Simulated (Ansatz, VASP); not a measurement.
**Pt2Cl in VASP and in Ansatz**

```
Pt Cl
1.0
     2.80000    0.00000    0.00000
    -1.40000    2.42487    0.00000
     0.00000    0.00000    7.46037
Pt Cl
2 1
Direct
  0.00000 0.00000 0.32934
  0.00000 0.00000 0.67066
  0.00000 0.00000 0.00000
```

Alike in both runs: functional PBE; k mesh 12 × 12 × 6; occupations gaussian, width 0.1 eV; no spin polarisation.

Ansatz relaxed the structure, and its values are those at the end. VASP's run is a single point on that final structure, the one shown.

```csv
,VASP,Ansatz
version,VASP 6.6.1,Ansatz 0.2.0
potentials or method,"VASP PAW PBE potentials, release 64 (Pt, Cl), cutoff 520 eV","scalar-relativistic, plane waves, PAW"
valence electrons in the cell,27,43
```

```tsv
	VASP	Ansatz	Ansatz less VASP
gap on the k mesh at the Fermi level (eV)	none	none	-
pressure (GPa)	-0.4	0.0	+0.35
rms of the force components (eV/Å)	0.009	0.000	-0.0090
```

A gap of «none» marks a metal or a gap that the smearing closes. With one functional, cell and mesh, what is left measures potentials, basis and numerics. VASP's potentials hold 27 valence electrons a cell and Ansatz's 43, so a difference there can come from the potentials and not from the codes.

Neither program's run includes spin-orbit coupling.
